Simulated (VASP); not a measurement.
A run of VASP 6.6.1 is set up as follows.

Contents of INCAR:

```
SYSTEM = CdSe
ALGO = Normal
EDIFF = 1E-6
ENCUT = 520
GGA = PE
ISIF = 2
ISMEAR = -1
LASPH = .TRUE.
LCHARG = .FALSE.
LREAL = .FALSE.
LWAVE = .FALSE.
NBANDS = 26
NELM = 100
PREC = Accurate
SIGMA = 0.05
```

KPOINTS

```
k-points
0
G
  9 9 5
  0 0 0
```

File POSCAR:

```
CdSe
1.0
    4.2452461023      0.0000000000      0.0000000000
   -2.1226230511      3.6764909699      0.0000000000
    0.0000000000      0.0000000000      6.9436941462
Cd Se
2 2
Direct
    0.3333333333      0.6666666667      0.0004798710
    0.6666666667      0.3333333333      0.5004798710
    0.3333333333      0.6666666667      0.3755201290
    0.6666666667      0.3333333333      0.8755201290
```

Potentials or basis: VASP PAW PBE potentials, release 64 (Cd, Se).

Launch:

```bash
$ cat potpaw_PBE.64/Cd/POTCAR potpaw_PBE.64/Se/POTCAR > POTCAR
$ mpirun -np 1 vasp_std > vasp.out
```

Question: What does it give for the pressure?

Answer: 5.6 GPa.

Question: What does it give for the band gap on the k mesh?

Answer: 0.74 eV, direct.

Forces in eV/Å, atoms in the order of the input:
```
Cd   0.000  0.000  0.004
Cd   0.000  0.000  0.004
Se   0.000  0.000 -0.004
Se   0.000  0.000 -0.004
```
